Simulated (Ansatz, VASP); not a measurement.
**AsH3: VASP beside Ansatz**

The input POSCAR:

```
AsH3
1.0
   12.5572003111      0.0000000000      0.0000000000
    0.0000000000     13.0572003111      0.0000000000
    0.0000000000      0.0000000000     13.5572003111
As H
1 3
Direct
    0.5262628400      0.5096004700      0.4578352900
    0.5290580700      0.4128441100      0.5217632200
    0.5511202500      0.5766399000      0.5477206000
    0.4063777000      0.5214262000      0.4756737900
```

INCAR.step1

```
SYSTEM = AsH3
PREC = Accurate
ENCUT = 440
ISMEAR = 0
SIGMA = 0.005
LREAL = .FALSE.
LASPH = .TRUE.
NELM = 120
NBANDS = 12
GGA = PE
ALGO = Normal
EDIFF = 1E-5
LWAVE = .TRUE.
LCHARG = .FALSE.
GGA_COMPAT = .FALSE.
NELMDL = -8
```

INCAR.step2

```
SYSTEM = AsH3
PREC = Accurate
ENCUT = 440
EDIFF = 1E-6
ISMEAR = 0
SIGMA = 0.005
LREAL = .FALSE.
LASPH = .TRUE.
NELM = 120
ALGO = Normal
ISIF = 2
LWAVE = .FALSE.
LCHARG = .TRUE.
METAGGA = R2SCAN
LMIXTAU = .TRUE.
LELF = .TRUE.
LVHAR = .TRUE.
NBANDS = 12
ISTART = 1
GGA_COMPAT = .FALSE.
```

KPOINTS

```
regular mesh
0
G
  1 1 1
  0 0 0
```

Input for Ansatz:

```yaml
crystal:
  lattice:
    - [12.5572003111, 0.0, 0.0]
    - [0.0, 13.0572003111, 0.0]
    - [0.0, 0.0, 13.5572003111]
  atoms:
    - { symbol: As, position: [0.52626284, 0.50960047, 0.45783529] }
    - { symbol: H, position: [0.52905807, 0.41284411, 0.52176322] }
    - { symbol: H, position: [0.55112025, 0.5766399, 0.5477206] }
    - { symbol: H, position: [0.4063777, 0.5214262, 0.47567379] }
hamiltonian:
  xc: r2scan
kpoints:
  mp_grid: { grid: [1, 1, 1] }
scf:
  occupations: { method: gaussian, width: 0.005 }
  max_iter: 140
  lower_state_search: "off"
output:
  forces: true
```

Alike in both runs: task single point; functional r2SCAN; k mesh 1 × 1 × 1; occupations gaussian, width 0.005 eV; no spin polarisation.

|  | VASP | Ansatz |
| --- | --- | --- |
| version | VASP 6.6.1 | Ansatz 0.2.0 |
| potentials or method | VASP PAW PBE potentials, release 64 (As, H) | scalar-relativistic, plane waves, PAW |
| plane-wave cutoff (eV) | 440 | 500 |
| valence electrons in the cell | 8 | 18 |

```csv
,VASP,Ansatz,Ansatz less VASP
rms of the force components (eV/Å),0.161,0.202,+0.0401
```

VASP's potentials were made for PBE, not for r2SCAN. Atom by atom the forces differ by 0.040 eV/Å (rms over components). VASP's potentials hold 8 valence electrons a cell and Ansatz's 18, so a difference there can come from the potentials and not from the codes.
